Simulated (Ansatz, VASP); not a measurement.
**ZnSe in VASP and in Ansatz**

```
CELL_PARAMETERS angstrom
0.00000 2.86588 2.86588
2.86588 0.00000 2.86588
2.86588 2.86588 0.00000
ATOMIC_POSITIONS crystal
Zn 0.00000 0.00000 0.00000
Se 0.25000 0.25000 0.25000
```

Alike in both runs: task single point; functional PBE; k mesh 8 × 8 × 8; occupations gaussian, width 0.01 eV; no spin polarisation.

```csv
,VASP,Ansatz
version,VASP 6.6.1,Ansatz 0.2.0
potentials or method,"VASP PAW PBE potentials, release 64 (Zn, Se), cutoff 520 eV","scalar-relativistic, plane waves, PAW"
valence electrons in the cell,18,28
```

VASP gave:

| Quantity | Value |
| --- | --- |
| gap on the k mesh at the Fermi level (eV) | 1.16 |
| least direct gap on the mesh (eV) | 1.16 |
| pressure (GPa) | 0.2 |

Task: What did Ansatz give for the same quantities?

Result: gap on the k mesh at the Fermi level (eV): 1.15; least direct gap on the mesh (eV): 1.15; pressure (GPa): 0.0.

The functional is the same, so the differences come from potentials, cutoffs and numerics. VASP's potentials hold 18 valence electrons a cell and Ansatz's 28, so a difference there can come from the potentials and not from the codes.
